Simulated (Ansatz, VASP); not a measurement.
**Two plane-wave programs on Al5GaN6**

The input INCAR:

```
SYSTEM = Al5GaN6
PREC = Accurate ; ENCUT = 520
EDIFF = 1E-7 ; ISMEAR = 0
SIGMA = 0.1 ; LREAL = .FALSE.
LASPH = .TRUE. ; NELM = 60
ALGO = Normal ; ISIF = 2
LWAVE = .FALSE. ; LCHARG = .TRUE.
GGA = PE ; LELF = .TRUE.
LVHAR = .TRUE. ; NBANDS = 41
```

File KPOINTS:

```
Automatic mesh
0
G
  6 6 1
  0 0 0
```

File POSCAR:

```
Al5GaN6
1.0
    3.3419538300      0.0000000000      0.0000000000
   -1.6709769100      2.8942169100      0.0000000000
    0.0000000000      0.0000000000     16.3721632300
Al Ga N
5 1 6
Direct
    0.3333333300      0.6666666700      0.8333333300
    0.6666666700      0.3333333300      0.6666666700
    0.3333333300      0.6666666700      0.3333333300
    0.6666666700      0.3333333300      0.1666666700
    0.0000000000      0.0000000000      0.0000000000
    0.0000000000      0.0000000000      0.5000000000
    0.6666666700      0.3333333300      0.9166666700
    0.0000000000      0.0000000000      0.7500000000
    0.3333333300      0.6666666700      0.5833333300
    0.6666666700      0.3333333300      0.4166666700
    0.0000000000      0.0000000000      0.2500000000
    0.3333333300      0.6666666700      0.0833333300
```

Input for Ansatz:

```yaml
crystal:
  lattice:
    - [3.34195383, 0.0, 0.0]
    - [-1.67097691, 2.89421691, 0.0]
    - [0.0, 0.0, 16.37216323]
  atoms:
    - { symbol: Al, position: [0.33333333, 0.66666667, 0.83333333] }
    - { symbol: Al, position: [0.66666667, 0.33333333, 0.66666667] }
    - { symbol: Al, position: [0.33333333, 0.66666667, 0.33333333] }
    - { symbol: Al, position: [0.66666667, 0.33333333, 0.16666667] }
    - { symbol: Al, position: [0.0, 0.0, 0.0] }
    - { symbol: Ga, position: [0.0, 0.0, 0.5] }
    - { symbol: "N", position: [0.66666667, 0.33333333, 0.91666667] }
    - { symbol: "N", position: [0.0, 0.0, 0.75] }
    - { symbol: "N", position: [0.33333333, 0.66666667, 0.58333333] }
    - { symbol: "N", position: [0.66666667, 0.33333333, 0.41666667] }
    - { symbol: "N", position: [0.0, 0.0, 0.25] }
    - { symbol: "N", position: [0.33333333, 0.66666667, 0.08333333] }
basis:
  ecutwfc: 420
kpoints:
  mp_grid: { grid: [6, 6, 1] }
hamiltonian:
  xc: pbe
scf:
  occupations: { method: gaussian, width: 0.1 }
  lower_state_search: "off"
output:
  forces: true
  stress: true
  eigenvalues: true
```

Alike in both runs: task single point; functional PBE; k mesh 6 × 6 × 1; occupations gaussian, width 0.1 eV; no spin polarisation.

```csv
,VASP,Ansatz
version,VASP 6.6.1,Ansatz 0.2.0
potentials or method,"VASP PAW PBE potentials, release 64 (Al, Ga_d, N), cutoff 520 eV","scalar-relativistic, plane waves, PAW"
valence electrons in the cell,58,58
```

Ansatz gave:

```
gap on the k mesh at the Fermi level (eV) : 0.19
least direct gap on the mesh (eV)         : 0.22
rms of the force components (eV/Å)        : 0.154
```

Q: What did VASP give for the same quantities?

A: gap on the k mesh at the Fermi level (eV): 0.19; least direct gap on the mesh (eV): 0.21; rms of the force components (eV/Å): 0.157.

Atom by atom the forces differ by 0.004 eV/Å (rms over components). With one functional, cell and mesh, what is left measures potentials, basis and numerics.
